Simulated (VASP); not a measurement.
CsI: single point with PBE-based screened hybrid with 35 % exact exchange

Crystal: CsI.

```
CELL_PARAMETERS angstrom
4.60808 0.00000 0.00000
0.00000 4.60808 0.00000
0.00000 0.00000 4.60808
ATOMIC_POSITIONS crystal
Cs 0.00000 0.00000 0.00000
I 0.50000 0.50000 0.50000
```

```json
{
  "Program": "VASP 6.6.1",
  "Task": "single point",
  "Functional": "PBE-based screened hybrid with 35 % exact exchange",
  "Potentials or basis": "VASP PAW PBE potentials, release 64 (Cs_sv, I)",
  "Cutoff": "400 eV",
  "k mesh": "4 × 4 × 4",
  "Occupations": "gaussian, width 0.01 eV",
  "Spin": "no spin polarisation",
  "Dipole correction": "no",
  "Grid for exact exchange (PRECFOCK)": "Normal",
  "Share of exact exchange": "0.35",
  "Further INCAR settings": "ALGO = Normal; EDIFF = 1e-06; NBANDS = 15",
  "Screening parameter": "0.5 1/Å"
}
```

```json
{
  "Pressure": "0.2 GPa",
  "Band gap on the k mesh": "4.45 eV (least direct gap 4.55 eV)"
}
```

Levels at points of the mesh, in eV from the valence-band top:
```
           k point  band 4  band 5  band 6  band 7  band 8  band 9  band 10  band 11  band 12  band 13
(0.00, 0.00, 0.00)   -7.57   -7.57   -0.09   -0.09   -0.09    4.45     4.83     4.83     8.51     8.51
(0.50, 0.00, 0.00)   -7.51   -7.51   -1.52   -0.23   -0.23    5.88     7.05     7.33     7.47     8.63
(0.50, 0.50, 0.00)   -7.90   -7.48   -0.87   -0.87    0.00    4.87     5.57     6.79     6.79    10.29
(0.50, 0.50, 0.50)   -7.80   -7.80   -1.27   -1.27   -1.27    7.75     7.75     7.75     8.54     8.54
```

Wall time 7.4 min on 1 thread of Intel(R) Xeon(R) Platinum 8259CL CPU @ 2.50GHz (Skylake/Cascade Lake), with other jobs on the host, peak memory 0.27 GiB.

Caveat: the PAW data sets were made with another functional, which shifts forces and pressure a little; spin-orbit coupling is left out, which moves the levels of the heavy elements. A k mesh can miss the band edges.
